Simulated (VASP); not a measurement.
# P (Pm-3m) in VASP: notebook

P is run at these levels: PBEsol+D3(BJ); tasks: single point, relaxation of cell and atoms.

Everything below comes from runs of VASP 6.6.1. Logs are shortened: lines on timing, memory, paths and dates and some standing lists are left out, and cuts for length are marked.

## (1) The cell of the first run

Symmetry: Pm-3m, No. 221, cubic system. Conventional cell: a = 2.332 Å, b = 2.332 Å, c = 2.332 Å, α = 90.00°, β = 90.00°, γ = 90.00°. P (site symmetry m-3m) has 6 P at 2.33 Å within 3.1 Å.

## (2) Single point, PBEsol+D3(BJ)

Input file INCAR:

```
SYSTEM = P
  PREC = Accurate
  ENCUT = 520
  EDIFF = 1E-6
  ISMEAR = 0
  SIGMA = 0.1
  LREAL = .FALSE.
  LASPH = .TRUE.
  NELM = 100
  ALGO = Normal
  ISIF = 2
  LWAVE = .FALSE.
  LCHARG = .FALSE.
  GGA = PS
  IVDW = 12
  NBANDS = 12
```

Input file KPOINTS:

```
Automatic mesh
0
G
  16 16 16
  0 0 0
```

Input file POSCAR:

```
P
1.0
    1.6490623228      0.9520865760      2.6929074966
   -1.6490623228      0.9520865760      2.6929074966
    0.0000000000     -1.9041731520      2.6929074966
P
2
Direct
    0.2500000000      0.2500000000      0.2500000000
    0.7500000000      0.7500000000      0.7500000000
```

Potentials or basis: VASP PAW PBE potentials, release 64 (P).

Command:

```
> cat potpaw_PBE.64/P/POTCAR > POTCAR
> mpirun -np 1 vasp_std > vasp.out
```

OUTCAR:

```text
SYSTEM = P
   PREC = Accurate
   ENCUT = 520
   EDIFF = 1E-6
   ISMEAR = 0
   LREAL = .FALSE.
   LASPH = .TRUE.
   NELM = 100
   ISIF = 2
   GGA = PS
   IVDW = 12
 IVDW          = 12

 ion  position               nearest neighbor table
   1  0.250  0.250  0.250-   2 2.33   2 2.33   2 2.33   2 2.33   2 2.33   2 2.33
   2  0.750  0.750  0.750-   1 2.33   1 2.33   1 2.33   1 2.33   1 2.33   1 2.33

  LATTYP: Found a face centered cubic cell.
 ALAT       =     4.6642526042

  Lattice vectors:

 A1 = (   1.6490623228,   0.9520865760,   2.6929074966)
 A2 = (  -1.6490623228,   0.9520865760,   2.6929074966)
 A3 = (   0.0000000000,  -1.9041731520,   2.6929074966)

Analysis of symmetry for initial positions (statically):
=====================================================================
 Subroutine PRICEL returns following result:

  LATTYP: Found a simple cubic cell.
 ALAT       =     2.3321263021

  Lattice vectors:

 A1 = (   1.6490623228,   0.9520865760,  -1.3464537483)
 A2 = (   0.0000000000,   1.9041731520,   1.3464537483)
 A3 = (   1.6490623228,  -0.9520865760,   1.3464537483)

   2 primitive cells build up your supercell.

 Routine SETGRP: Setting up the symmetry group for a
 face centered cubic supercell.

 Subroutine GETGRP returns: Found 48 space group operations
[... 5 lines left out ...]
Analysis of symmetry for dynamics (positions and initial velocities):
=====================================================================
 Subroutine PRICEL returns following result:

  LATTYP: Found a simple cubic cell.
 ALAT       =     2.3321263021

  Lattice vectors:

 A1 = (   1.6490623228,   0.9520865760,  -1.3464537483)
 A2 = (   0.0000000000,   1.9041731520,   1.3464537483)
 A3 = (   1.6490623228,  -0.9520865760,   1.3464537483)

   2 primitive cells build up your supercell.

 Routine SETGRP: Setting up the symmetry group for a
 face centered cubic supercell.

 Subroutine GETGRP returns: Found 48 space group operations
[... 5 lines left out ...]
 Subroutine INISYM returns: Found 48 space group operations
 (whereof 48 operations are pure point group operations),
 and found     2 'primitive' translations

----------------------------------------------------------------------------------------

                                     Primitive cell

  volume of cell :      12.6840

  direct lattice vectors                    reciprocal lattice vectors
     1.649062323  0.952086576 -1.346453748     0.303202610  0.175054108 -0.247563894
     0.000000000  1.904173152  1.346453748     0.000000000  0.350108217  0.247563894
     1.649062323 -0.952086576  1.346453748     0.303202610 -0.175054108  0.247563894

  length of vectors
     2.332126302  2.332126302  2.332126302     0.428793243  0.428793243  0.428793243

  position of ions in fractional coordinates (direct lattice)
     0.500000000  0.500000000  0.500000000

  ion indices of the primitive-cell ions
   primitive index   ion index
                 1           1

----------------------------------------------------------------------------------------

 KPOINTS: Automatic mesh

Automatic generation of k-mesh.
 Grid dimensions read from file:
 generate k-points for:   16   16   16

 Generating k-lattice:

  Cartesian coordinates                     Fractional coordinates (reciprocal lattice)
     0.018950163  0.010940882  0.007736372     0.062500000  0.000000000  0.000000000
    -0.018950163  0.010940882  0.007736372     0.000000000  0.062500000  0.000000000
     0.000000000 -0.021881764  0.007736372     0.000000000  0.000000000  0.062500000

  Length of vectors
     0.023209115  0.023209115  0.023209115

  Shift w.r.t. Gamma in fractional coordinates (k-lattice)
     0.000000000  0.000000000  0.000000000

 Subroutine IBZKPT returns following result:
 ===========================================

 Found    145 irreducible k-points:

 Following reciprocal coordinates:
            Coordinates               Weight
  0.000000  0.000000  0.000000      1.000000
  0.062500 -0.000000  0.000000      8.000000
  0.125000 -0.000000  0.000000      8.000000
  0.187500 -0.000000  0.000000      8.000000
  0.250000 -0.000000  0.000000      8.000000
  0.312500 -0.000000  0.000000      8.000000
[... 16 lines left out ...]
 -0.125000  0.062500 -0.000000     24.000000
 -0.062500  0.062500  0.000000     12.000000
 [... further k-points ...]
   k-points           NKPTS =    145   k-points in BZ     NKDIM =    145   number of bands    NBANDS=     12
   number of dos      NEDOS =    301   number of ions     NIONS =      2
   total plane-waves  NPLWV =  21952
   dimension x,y,z NGX =    28 NGY =   28 NGZ =   28
   dimension x,y,z NGXF=    56 NGYF=   56 NGZF=   56
   ions per type =               2
   NGX,Y,Z   is equivalent  to a cutoff of  14.11, 14.11, 14.11 a.u.
   NGXF,Y,Z  is equivalent  to a cutoff of  28.23, 28.23, 28.23 a.u.
 SYSTEM =  P
   PREC   = accura    normal or accurate (medium, high low for compatibility)
   ISTART =      0    job   : 0-new  1-cont  2-samecut
   ICHARG =      2    charge: 1-file 2-atom 10-const
   ISPIN  =      1    spin polarized calculation?
   LNONCOLLINEAR =      F non collinear calculations
   LSORBIT =      F    spin-orbit coupling
   LASPH  =      T    aspherical Exc in radial PAW
   ENCUT  =  520.0 eV  38.22 Ry    6.18 a.u.   6.13  6.13  6.13*2*pi/ulx,y,z
   NELM   =    100;   NELMIN=  2; NELMDL= -5     # of ELM steps
   EDIFF  = 0.1E-05   stopping-criterion for ELM
   LREAL  =      F    real-space projection
   EDIFFG = 0.1E-04   stopping-criterion for IOM
   NSW    =      0    number of steps for IOM
   IBRION =     -1    ionic relax: 0-MD 1-quasi-New 2-CG
   NFREE  =      0    steps in history (QN), initial steepest desc. (CG)
   ISIF   =      2    stress and relaxation
   ISYM   =      2    0-nonsym 1-usesym 2-fastsym
   POTIM  = 0.5000    time-step for ionic-motion
   TEBEG  =    0.0;   TEEND  =   0.0 temperature during run
   PSTRESS=    0.0 pullay stress
   NELECT =      10.0000    total number of electrons
   NUPDOWN=      -1.0000    fix difference up-down
   EMIN   =  10.00;   EMAX   =-10.00  energy-range for DOS
   EFERMI =   0.00;   METHOD = LEGACY
   ISMEAR =     0;   SIGMA  =   0.10  broadening in eV -4-tet -1-fermi 0-gaus
   EFERMI_NEDOS =   21; number of points for ismear=-14 and -15
   IALGO  =     38    algorithm
   IMIX   =      4    mixing-type and parameters
     AMIX     =   0.40;   BMIX     =  1.00
     AMIX_MAG =   1.60;   BMIX_MAG =  1.00
  volume/ion in A,a.u.               =      12.68        85.60
  Fermi-wavevector in a.u.,A,eV,Ry     =   1.200363  2.268358 19.604260  1.440872
  Thomas-Fermi vector in A             =   2.336201
   LORBIT       =      0    0 simple, 1 ext, 2 COOP (PROOUT), +10 PAW based schemes
   GGA     = PS    functional components
   LHFCALC =     F    Hartree Fock is set to
   AEXX    =    0.0000 exact exchange contribution
   IVDW    =    12    specifies the selected vdW correction
   LEPSILON=     F    determine dielectric tensor
   LRPA    =     F    only Hartree local field effects (RPA)
 non-spin polarized calculation
 Gauss-broadening in eV      SIGMA  =   0.10
  energy-cutoff  :      520.00
  volume of cell :       25.37
 maximum number of plane-waves:       701
 NGX is ok and might be reduce to    28
   NGX = 13   NGY = 13   NGZ = 13

 number of electron      10.0000000 magnetization

 Free energy of the ion-electron system (eV)
  ---------------------------------------------------
  ext. energy  EPLUGINS =         0.00000000
  ---------------------------------------------------
  free energy    TOTEN  =       -11.38878477 eV

  energy without entropy =      -11.38581593  energy(sigma->0) =      -11.38730035

 E-fermi :  11.6889     XC(G=0): -11.9815

 val. band max:       11.6539828648   @ k =   0.5000   0.5000   0.0000
 cond. band min:      11.7203578869   @ k =  -0.3750   0.1875   0.0625
 fundamental gap:      0.0663750221
 Fermi energy:        11.6888610111

 k-point     1 :       0.0000    0.0000    0.0000
  band No.  band energies     occupation
      1      -6.3318      2.00000
      2       9.3555      2.00000
      3       9.3555      2.00000
      4       9.3555      2.00000
      5      11.7728      0.23519
      6      15.8179      0.00000
      7      15.8179      0.00000
      8      15.8179      0.00000
      9      17.4705      0.00000
     10      17.4705      0.00000
     11      17.4705      0.00000
     12      18.3075      0.00000

 k-point     2 :       0.0625   -0.0000    0.0000
  band No.  band energies     occupation
      1      -6.2571      2.00000
      2       8.5723      2.00000
      3       9.3299      2.00000
      4       9.3299      2.00000
      5      12.2803      0.00000
      6      15.9554      0.00000
      7      15.9899      0.00000
      8      15.9899      0.00000
      9      16.3859      0.00000
     10      16.3859      0.00000
     11      17.3143      0.00000
     12      19.5209      0.00000

 k-point     3 :       0.1250   -0.0000    0.0000
  band No.  band energies     occupation
      1      -6.0332      2.00000
      2       7.1020      2.00000
      3       9.2690      2.00000
      4       9.2690      2.00000
      5      12.8703      0.00000
      6      15.0996      0.00000
      7      15.0996      0.00000
      8      16.4890      0.00000
      9      16.4890      0.00000
     10      16.4946      0.00000
     11      16.8945      0.00000
     12      21.1922      0.00000
[... 286 lines left out ...]
 k-point    23 :      -0.1250    0.0625   -0.0000
  band No.  band energies     occupation
      1      -5.8593      2.00000
      2       6.5119      2.00000
      3       8.4283      2.00000
      4       9.6971      2.00000
      5      13.3160      0.00000
      6      13.7642      0.00000
      7      14.8880      0.00000
      8      16.2632      0.00000
      9      16.4022      0.00000
     10      17.4012      0.00000
     11      17.8831      0.00000
     12      20.8408      0.00000

 k-point    24 :      -0.0625    0.0625    0.0000
  band No.  band energies     occupation
      1      -6.1327      2.00000
      2       7.8504      2.00000
      3       8.8083      2.00000
      4       9.5389      2.00000
      5      12.8154      0.00000
      6      15.0178      0.00000
      7      15.9129      0.00000
      8      15.9292      0.00000
      9      16.0247      0.00000
     10      16.7964      0.00000
     11      17.6312      0.00000
     12      19.6082      0.00000

 [... further k-points ...]

------------------------ aborting loop because EDIFF is reached ----------------------------------------

 Edisp (eV)   -0.89600

 E8    (eV) :    -0.5320

  FORCE on cell =-STRESS in cart. coord.  units (eV):
  Direction    XX          YY          ZZ          XY          YZ          ZX
  --------------------------------------------------------------------------------------
  -------------------------------------------------------------------------------------
  Total       1.99076     1.99076     1.99076     0.00000    -0.00000     0.00000
  in kB     125.73135   125.73135   125.73135     0.00000    -0.00000     0.00000
  external pressure =      125.73 kB  Pullay stress =        0.00 kB

 VOLUME and BASIS-vectors are now :
 -----------------------------------------------------------------------------
  energy-cutoff  :      520.00
  volume of cell :       25.37
      direct lattice vectors                 reciprocal lattice vectors
     1.649062323  0.952086576  2.692907497     0.303202610  0.175054108  0.123781947
    -1.649062323  0.952086576  2.692907497    -0.303202610  0.175054108  0.123781947
     0.000000000 -1.904173152  2.692907497     0.000000000 -0.350108217  0.123781947

 POSITION                                       TOTAL-FORCE (eV/Angst)
 -----------------------------------------------------------------------------------
      0.00000      0.00000      2.01968        -0.000000     -0.000000     -0.000000
      0.00000      0.00000      6.05904         0.000000      0.000000      0.000000
 -----------------------------------------------------------------------------------
    total drift:                                0.000000     -0.000000     -0.000000

  FREE ENERGIE OF THE ION-ELECTRON SYSTEM (eV)
  ---------------------------------------------------
  free  energy   TOTEN  =       -12.2847837787 eV

  energy  without entropy=      -12.2818149310  energy(sigma->0) =      -12.28329935
```

It took 16 s on 1 thread of Intel Xeon 6975P-C (Granite Rapids), shared host; peak memory 0.18 GiB.

What came out:

```yaml
Free_energy: -12.2848 eV
Pressure: 12.6 GPa
Band_gap_on_the_k_mesh: zero (band 5 reaches 13.32 eV, above the bottom of band 6 at 10.05 eV)
Dispersion_energy_per_atom: -0.448 eV
```

Caveat: the PAW data sets were made with another functional, which shifts forces and pressure a little; pairwise dispersion overbinds metals, which lowers pressure and volume.

## (3) Relaxation of cell and atoms, PBEsol+D3(BJ), target pressure 12.5 GPa, at which the enthalpy is minimised

This run uses another cell than the first one, of 12.83 Å³/atom, 1.012 times its volume.

Input file INCAR:

```
ALGO = Normal
EDIFF = 1E-6
EDIFFG = -0.003
ENCUT = 600
GGA = PS
IBRION = 2
ISIF = 3
ISMEAR = 0
IVDW = 12
LASPH = True
LCHARG = False
LREAL = False
LWAVE = False
NELM = 100
NSW = 50
PREC = Accurate
PSTRESS = 125.0
SIGMA = 0.1
```

Input file KPOINTS:

```
k-points
0
Gamma
  16 16 16
```

Input file POSCAR:

```
P
1.0
    1.6555568058      0.9558361675      2.7035049212
   -1.6555568058      0.9558361675      2.7035049212
    0.0000000000     -1.9116723350      2.7035049212
P
2
Direct
    0.2500000000      0.2500000000      0.2500000000
    0.7500000000      0.7500000000      0.7500000000
```

Potentials or basis: VASP PAW PBE potentials, release 64 (P).

Command:

```
> cat potpaw_PBE.64/P/POTCAR > POTCAR
> mpirun -np 1 vasp_std > vasp.out
```

Run time: 28 s. Hardware: 1 thread of Intel Xeon 6975P-C (Granite Rapids), shared host; peak memory 0.18 GiB.

The run converged. Its results:

- Free energy: -12.2860 eV
- Relaxed volume: 12.69 Å³/atom
- Relaxed cell: a = 3.299 Å, b = 3.299 Å, c = 3.299 Å, α = 60.00°, β = 60.00°, γ = 60.00°
- Space group after relaxing (to 0.05 Å): Pm-3m (No. 221)
- Energy change on relaxing (the enthalpy is what falls): +10.3 meV/atom
- Ionic steps: 3
- Pressure after relaxing: 12.5 GPa
- Band gap on the k mesh: zero (band 5 reaches 13.30 eV, above the bottom of band 6 at 10.05 eV)
- Dispersion energy per atom: -0.448 eV

The path:
```csv
step,energy change (eV),largest force (eV/Å),pressure (GPa),volume (Å³)
1,0.0000,0.0000,10.39,25.67
2,0.0493,0.0000,15.11,25.05
3,0.0207,0.0000,12.50,25.38
```

Final structure:
```
P
1.0
     1.64931    0.95223    2.69330
    -1.64931    0.95223    2.69330
     0.00000   -1.90446    2.69330
P
2
Cartesian
  0.0000 0.0000 2.0200
  0.0000 0.0000 6.0599
```

Levels at points of the mesh, in eV from the Fermi level:
| k point | band 3 | band 4 | band 5 | band 6 | band 7 | band 8 |
| --- | --- | --- | --- | --- | --- | --- |
| (0.00, 0.00, 0.00) | -2.33 | -2.33 | 0.08 | 4.13 | 4.13 | 4.13 |
| (0.50, 0.00, 0.00) | -1.63 | -1.63 | -1.63 | -1.63 | 1.93 | 1.93 |
| (0.50, 0.50, 0.00) | -7.31 | -6.00 | -6.00 | -0.03 | 9.24 | 9.24 |

Caveat: the cell is relaxed towards a set pressure, so the enthalpy falls and the energy may rise; the PAW data sets were made with another functional, which shifts forces and pressure a little; pairwise dispersion overbinds metals, which lowers pressure and volume.
